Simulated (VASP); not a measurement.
# MoS2 (P1) in VASP: a series of runs

The runs below take MoS2 through single point, with PBE+D3(BJ).

Program: VASP 6.6.1. These are calculated values, not measurements. Logs are shortened: lines on timing, memory, paths and dates and some standing lists are left out, and cuts for length are marked.

### 1 The cell of the first run

The typed cell holds 6 atoms: a = 3.149 Å, b = 3.149 Å, c = 13.313 Å, α = 86.61°, β = 88.31°, γ = 60.00°.

### 2 Single point, PBE+D3(BJ)

INCAR

```
PREC = Accurate ; ENCUT = 520
EDIFF = 1E-7 ; ISMEAR = 0
SIGMA = 0.05 ; LREAL = F
LASPH = T ; NELM = 80
ALGO = Normal ; ISIF = 2
LWAVE = F ; LCHARG = T
GGA = PE ; IVDW = 12
LELF = T ; LVHAR = T
NBANDS = 35
```

KPOINTS

```
regular mesh
0
Gamma
  10 10 2
```

POSCAR

```
MoS2
1.0
   -3.1494847632      0.0000000000      0.0000000000
   -1.5747423816     -2.7275338138      0.0000000000
   -0.3936855954     -0.6818834534     13.2900638030
Mo S
2 4
Direct
    0.0000000000     -0.0147375000      0.0589500000
    0.0000000000     -0.1397375000      0.5589500000
    0.3333333333      0.1641222564      0.6768443076
    0.3333333333      0.2891222564      0.1768443076
    0.3333333333      0.0980694102      0.9410556924
    0.3333333333      0.2230694102      0.4410556924
```

Potentials or basis: VASP PAW PBE potentials, release 64 (Mo_sv, S).

On the command line:

```
cat potpaw_PBE.64/Mo_sv/POTCAR potpaw_PBE.64/S/POTCAR > POTCAR
mpirun -np 1 vasp_std > vasp.out
```

OUTCAR:

```text
PREC = Accurate
   ENCUT = 520
   EDIFF = 1E-7
   ISMEAR = 0
   LREAL = F
   LASPH = T
   NELM = 80
   ISIF = 2
   GGA = PE
   IVDW = 12
 IVDW          = 12

 ion  position               nearest neighbor table
   1  0.000  0.985  0.059-   5 1.98   4 2.40   4 2.40   4 2.40   5 2.53   5 2.98
   2  0.000  0.860  0.559-   3 2.40   6 2.40   3 2.40   6 2.40   6 2.40   3 2.40
   3  0.333  0.164  0.677-   2 2.40   2 2.40   2 2.40
   4  0.333  0.289  0.177-   1 2.40   1 2.40   1 2.40
   5  0.333  0.098  0.941-   1 1.98   1 2.53   1 2.98
   6  0.333  0.223  0.441-   2 2.40   2 2.40   2 2.40

  LATTYP: Found a base centered monoclinic cell.
 ALAT       =     3.1494847632
 B/A-ratio  =     1.7320508076
 C/A-ratio  =     4.2271572389
 COS(beta)  =    -0.0591414007

  Lattice vectors:

 A1 = (   3.1494847632,   0.0000000000,   0.0000000000)
 A2 = (  -1.5747423816,   2.7275338138,   0.0000000000)
 A3 = (  -0.3936855954,  -0.6818834534,  13.2900638030)

Analysis of symmetry for initial positions (statically):
=====================================================================
 Subroutine PRICEL returns:
 Original cell was already a primitive cell.

 Routine SETGRP: Setting up the symmetry group for a
 base centered monoclinic supercell.

 Subroutine GETGRP returns: Found  1 space group operations
 (whereof  1 operations were pure point group operations)
 out of a pool of  4 trial point group operations.

The static configuration has the point symmetry C_1 .

Analysis of symmetry for dynamics (positions and initial velocities):
=====================================================================
 Subroutine PRICEL returns:
 Original cell was already a primitive cell.

 Routine SETGRP: Setting up the symmetry group for a
 base centered monoclinic supercell.

 Subroutine GETGRP returns: Found  1 space group operations
 (whereof  1 operations were pure point group operations)
 out of a pool of  4 trial point group operations.

The dynamic configuration has the point symmetry C_1 .

 Subroutine INISYM returns: Found  1 space group operations
 (whereof  1 operations are pure point group operations),
 and found     1 'primitive' translations

----------------------------------------------------------------------------------------

                                     Primitive cell

  volume of cell :     114.1660

  direct lattice vectors                    reciprocal lattice vectors
    -3.149484763  0.000000000  0.000000000    -0.317512252  0.183315784 -0.000000000
    -1.574742382 -2.727533814  0.000000000     0.000000000 -0.366631568 -0.018811046
    -0.393685595 -0.681883453 13.290063803     0.000000000  0.000000000  0.075244184

  length of vectors
     3.149484763  3.149484763 13.313367316     0.366631568  0.367113828  0.075244184

  position of ions in fractional coordinates (direct lattice)
     0.000000000  0.985262500  0.058950000
     0.000000000  0.860262500  0.558950000
     0.333333333  0.164122256  0.676844308
     0.333333333  0.289122256  0.176844308
     0.333333333  0.098069410  0.941055692
     0.333333333  0.223069410  0.441055692

  ion indices of the primitive-cell ions
   primitive index   ion index
                 1           1
                 2           2
                 3           3
                 4           4
                 5           5
                 6           6

----------------------------------------------------------------------------------------

 KPOINTS: regular mesh

Automatic generation of k-mesh.
 Grid dimensions read from file:
 generate k-points for:   10   10    2

 Generating k-lattice:

  Cartesian coordinates                     Fractional coordinates (reciprocal lattice)
    -0.031751225  0.018331578 -0.000000000     0.100000000 -0.000000000 -0.000000000
     0.000000000 -0.036663157 -0.001881105     0.000000000  0.100000000  0.000000000
     0.000000000  0.000000000  0.037622092     0.000000000  0.000000000  0.500000000

  Length of vectors
     0.036663157  0.036711383  0.037622092

  Shift w.r.t. Gamma in fractional coordinates (k-lattice)
     0.000000000  0.000000000  0.000000000

 Subroutine IBZKPT returns following result:
 ===========================================

 Found    104 irreducible k-points:

 Following reciprocal coordinates:
            Coordinates               Weight
  0.000000  0.000000  0.000000      1.000000
  0.100000  0.000000  0.000000      2.000000
  0.200000  0.000000  0.000000      2.000000
  0.300000 -0.000000 -0.000000      2.000000
  0.400000  0.000000  0.000000      2.000000
  0.500000 -0.000000 -0.000000      1.000000
[... 16 lines left out ...]
  0.200000 -0.200000 -0.000000      2.000000
  0.500000  0.200000  0.000000      2.000000
 [... further k-points ...]
   k-points           NKPTS =    104   k-points in BZ     NKDIM =    104   number of bands    NBANDS=     35
   number of dos      NEDOS =    301   number of ions     NIONS =      6
   total plane-waves  NPLWV =  57600
   dimension x,y,z NGX =    24 NGY =   24 NGZ =  100
   dimension x,y,z NGXF=    48 NGYF=   48 NGZF=  200
   ions per type =               2   4
   NGX,Y,Z   is equivalent  to a cutoff of  12.67, 12.67, 12.49 a.u.
   NGXF,Y,Z  is equivalent  to a cutoff of  25.34, 25.34, 24.97 a.u.
 SYSTEM =  unknown system
   PREC   = accura    normal or accurate (medium, high low for compatibility)
   ISTART =      0    job   : 0-new  1-cont  2-samecut
   ICHARG =      2    charge: 1-file 2-atom 10-const
   ISPIN  =      1    spin polarized calculation?
   LNONCOLLINEAR =      F non collinear calculations
   LSORBIT =      F    spin-orbit coupling
   LASPH  =      T    aspherical Exc in radial PAW
   ENCUT  =  520.0 eV  38.22 Ry    6.18 a.u.   5.86  5.86 24.75*2*pi/ulx,y,z
   NELM   =     80;   NELMIN=  2; NELMDL= -5     # of ELM steps
   EDIFF  = 0.1E-06   stopping-criterion for ELM
   LREAL  =      F    real-space projection
   EDIFFG = 0.1E-05   stopping-criterion for IOM
   NSW    =      0    number of steps for IOM
   IBRION =     -1    ionic relax: 0-MD 1-quasi-New 2-CG
   NFREE  =      0    steps in history (QN), initial steepest desc. (CG)
   ISIF   =      2    stress and relaxation
   ISYM   =      2    0-nonsym 1-usesym 2-fastsym
   POTIM  = 0.5000    time-step for ionic-motion
   TEBEG  =    0.0;   TEEND  =   0.0 temperature during run
   PSTRESS=    0.0 pullay stress
   NELECT =      52.0000    total number of electrons
   NUPDOWN=      -1.0000    fix difference up-down
   EMIN   =  10.00;   EMAX   =-10.00  energy-range for DOS
   EFERMI =   0.00;   METHOD = LEGACY
   ISMEAR =     0;   SIGMA  =   0.05  broadening in eV -4-tet -1-fermi 0-gaus
   EFERMI_NEDOS =   21; number of points for ismear=-14 and -15
   IALGO  =     38    algorithm
   IMIX   =      4    mixing-type and parameters
     AMIX     =   0.40;   BMIX     =  1.00
     AMIX_MAG =   1.60;   BMIX_MAG =  1.00
  volume/ion in A,a.u.               =      19.03       128.41
  Fermi-wavevector in a.u.,A,eV,Ry     =   1.259593  2.380286 21.586670  1.586576
  Thomas-Fermi vector in A             =   2.393145
   LORBIT       =      0    0 simple, 1 ext, 2 COOP (PROOUT), +10 PAW based schemes
   GGA     = PE    functional components
   LHFCALC =     F    Hartree Fock is set to
   AEXX    =    0.0000 exact exchange contribution
   IVDW    =    12    specifies the selected vdW correction
   LEPSILON=     F    determine dielectric tensor
   LRPA    =     F    only Hartree local field effects (RPA)
 non-spin polarized calculation
 Gauss-broadening in eV      SIGMA  =   0.05
  energy-cutoff  :      520.00
  volume of cell :      114.17
 maximum number of plane-waves:      3098
   NGX = 11   NGY = 11   NGZ = 49

 number of electron      52.0000001 magnetization

 Free energy of the ion-electron system (eV)
  ---------------------------------------------------
  ext. energy  EPLUGINS =         0.00000000
  ---------------------------------------------------
  free energy    TOTEN  =       -41.06176766 eV

  energy without entropy =      -41.06064667  energy(sigma->0) =      -41.06120717

 E-fermi :   6.8849     XC(G=0): -10.2920

 val. band max:        6.8677769101   @ k =   0.0000   0.5000   0.0000
 cond. band min:       6.9443506418   @ k =   0.2000   0.0000   0.5000
 fundamental gap:      0.0765737317
 Fermi energy:         6.8848913352

 k-point     1 :       0.0000    0.0000    0.0000
  band No.  band energies     occupation
      1     -54.8118      2.00000
      2     -54.5453      2.00000
      3     -29.0644      2.00000
      4     -28.9785      2.00000
      5     -28.7314      2.00000
      6     -28.7301      2.00000
[... 27 lines left out ...]
     34      10.2440      0.00000
     35      12.3580      0.00000

 k-point     2 :       0.1000    0.0000    0.0000
  band No.  band energies     occupation
      1     -54.8077      2.00000
      2     -54.5411      2.00000
      3     -29.0639      2.00000
      4     -28.9706      2.00000
      5     -28.7714      2.00000
      6     -28.7398      2.00000
[... 27 lines left out ...]
     34      10.1230      0.00000
     35      13.0354      0.00000

 k-point     3 :       0.2000    0.0000    0.0000
  band No.  band energies     occupation
      1     -54.7970      2.00000
      2     -54.5302      2.00000
      3     -29.0681      2.00000
      4     -28.9497      2.00000
      5     -28.8762      2.00000
      6     -28.7638      2.00000
[... 27 lines left out ...]
     34      10.0515      0.00000
     35      13.9340      0.00000
[... 723 lines left out ...]
 k-point    23 :       0.2000   -0.2000   -0.0000
  band No.  band energies     occupation
      1     -54.7775      2.00000
      2     -54.5112      2.00000
      3     -29.0582      2.00000
      4     -29.0244      2.00000
      5     -28.9118      2.00000
      6     -28.8455      2.00000
[... 27 lines left out ...]
     34      10.6071      0.00000
     35      14.0728      0.00000

 k-point    24 :       0.5000    0.2000    0.0000
  band No.  band energies     occupation
      1     -54.7688      2.00000
      2     -54.5012      2.00000
      3     -29.1295      2.00000
      4     -29.0776      2.00000
      5     -28.8947      2.00000
      6     -28.8941      2.00000
[... 27 lines left out ...]
     34      11.5935      0.00000
     35      12.7080      0.00000

 [... further k-points ...]

------------------------ aborting loop because EDIFF is reached ----------------------------------------

 Edisp (eV)   -2.38919

 E8    (eV) :    -0.9657

  FORCE on cell =-STRESS in cart. coord.  units (eV):
  Direction    XX          YY          ZZ          XY          YZ          ZX
  --------------------------------------------------------------------------------------
  -------------------------------------------------------------------------------------
  Total       5.85945     0.85783    10.09931    -0.14896     3.12970     9.34700
  in kB      82.23013    12.03864   141.73122    -2.09050    43.92149   131.17346
  external pressure =       78.67 kB  Pullay stress =        0.00 kB

 VOLUME and BASIS-vectors are now :
 -----------------------------------------------------------------------------
  energy-cutoff  :      520.00
  volume of cell :      114.17
      direct lattice vectors                 reciprocal lattice vectors
    -3.149484763  0.000000000  0.000000000    -0.317512252  0.183315784 -0.000000000
    -1.574742382 -2.727533814  0.000000000     0.000000000 -0.366631568 -0.018811046
    -0.393685595 -0.681883453 13.290063803     0.000000000  0.000000000  0.075244184

 POSITION                                       TOTAL-FORCE (eV/Angst)
 -----------------------------------------------------------------------------------
     -1.57474     -2.72753      0.78345         4.488753      2.517567      6.352158
     -1.57474     -2.72753      7.42848         0.001902      0.007147      0.010623
     -1.57474     -0.90918      8.99530         0.003319      0.002877     -0.001744
     -1.57474     -0.90918      2.35027         0.748296     -0.251732      0.141889
     -1.57474     -0.90918     12.50669        -5.241484     -2.272668     -6.500501
     -1.57474     -0.90918      5.86166        -0.000786     -0.003190     -0.002425
 -----------------------------------------------------------------------------------
    total drift:                                0.000107      0.000246      0.000306

  FREE ENERGIE OF THE ION-ELECTRON SYSTEM (eV)
  ---------------------------------------------------
  free  energy   TOTEN  =       -43.4509611077 eV

  energy  without entropy=      -43.4498401207  energy(sigma->0) =      -43.45040061
```

Run time: 4.8 min. Hardware: 1 thread of AMD EPYC 9R45 (Zen 5), shared host; peak memory 0.42 GiB.

Results:

| Item | Value |
| --- | --- |
| Free energy | -43.4510 eV |
| Pressure | 7.9 GPa |
| Largest force | 8.654 eV/Å |
| Band gap on the k mesh | zero (bands 26 and 27 overlap by 0.12 eV) |
| Dispersion energy per atom | -0.398 eV |

Forces in eV/Å, atoms in the order of the input:
```
Mo   4.489  2.518  6.352
Mo   0.002  0.007  0.011
S    0.003  0.003 -0.002
S    0.748 -0.252  0.142
S   -5.241 -2.273 -6.501
S   -0.001 -0.003 -0.002
```

Caveat: the cell stands under pressure; forces of over 1 eV/Å act on the atoms, so gaps and moduli don't describe the material at rest.

### 3 Single point, PBE+D3(BJ)

This run uses another cell than the first one, of the same volume but with other edges.

INCAR

```
SYSTEM = MoS2
  PREC = Accurate
  ENCUT = 520
  EDIFF = 1E-6
  ISMEAR = 0
  SIGMA = 0.05
  LREAL = .FALSE.
  LASPH = .TRUE.
  NELM = 80
  ALGO = Normal
  ISIF = 2
  LWAVE = .FALSE.
  LCHARG = .FALSE.
  GGA = PE
  IVDW = 12
  NBANDS = 35
```

KPOINTS

```
regular mesh
0
G
  10 10 2
  0 0 0
```

POSCAR

```
MoS2
1.0
   -3.1494847632      0.0000000000      0.0000000000
   -1.5747423816     -2.7275338138      0.0000000000
   -2.3621135724     -1.8183558759     13.2900638030
Mo S
2 4
Direct
   -0.0245625000     -0.0393000000      0.0589500000
   -0.2328958333     -0.3726333333      0.5589500000
    0.0513148718     -0.1178962051      0.6768443076
    0.2596482052      0.2154371283      0.1768443076
   -0.0587732052     -0.2940371283      0.9410556924
    0.1495601282      0.0392962051      0.4410556924
```

Potentials or basis: VASP PAW PBE potentials, release 64 (Mo_sv, S).

On the command line:

```
cat potpaw_PBE.64/Mo_sv/POTCAR potpaw_PBE.64/S/POTCAR > POTCAR
mpirun -np 1 vasp_std > vasp.out
```

Run time: 4.3 min. Hardware: 1 thread of AMD EPYC 9R45 (Zen 5), shared host; peak memory 0.43 GiB.

It converged, with:

| Quantity | Value |
| --- | --- |
| Free energy | -43.2819 eV |
| Pressure | 8.1 GPa |
| Largest force | 8.409 eV/Å |
| Band gap on the k mesh | zero (bands 26 and 27 overlap by 0.08 eV) |
| Dispersion energy per atom | -0.398 eV |

Forces in eV/Å, atoms in the order of the input:
```
Mo  -2.749 -3.040  6.782
Mo   0.002 -0.005 -0.010
S   -0.004 -0.003  0.011
S   -0.903 -0.365 -0.015
S    3.658  3.411 -6.760
S   -0.003  0.002 -0.007
```

Stress tensor (GPa, compression positive):
```
 5.79  5.22 -9.98
 5.22  4.33 -8.28
-9.98 -8.28 14.30
```

Levels at points of the mesh, in eV from the Fermi level:
| k point | band 23 | band 24 | band 25 | band 26 | band 27 | band 28 | band 29 | band 30 |
| --- | --- | --- | --- | --- | --- | --- | --- | --- |
| (0.00, 0.00, 0.00) | -2.27 | -1.95 | -1.52 | -0.81 | 0.59 | 1.01 | 1.60 | 1.60 |
| (0.50, 0.00, 0.00) | -2.16 | -2.04 | -1.86 | -0.68 | 1.07 | 1.13 | 1.19 | 1.59 |
| (0.00, 0.50, 0.00) | -2.70 | -2.15 | -1.87 | 0.06 | 0.72 | 1.04 | 1.13 | 1.61 |
| (0.50, 0.50, 0.00) | -2.62 | -2.15 | -1.87 | -1.40 | 1.05 | 1.13 | 1.58 | 1.63 |
| (0.00, 0.00, 0.50) | -2.68 | -1.98 | -1.13 | -0.99 | 0.58 | 1.01 | 1.60 | 1.60 |
| (0.50, 0.00, 0.50) | -2.16 | -2.14 | -1.76 | -0.68 | 1.07 | 1.13 | 1.17 | 1.64 |
| (0.00, 0.50, 0.50) | -2.92 | -2.15 | -1.85 | 0.05 | 0.72 | 1.04 | 1.13 | 1.57 |
| (0.50, 0.50, 0.50) | -2.67 | -2.15 | -1.85 | -1.40 | 1.05 | 1.13 | 1.50 | 1.72 |

Caveat: the cell stands under pressure; forces of over 1 eV/Å act on the atoms, so gaps and moduli don't describe the material at rest.

[end of part 1 of 2]
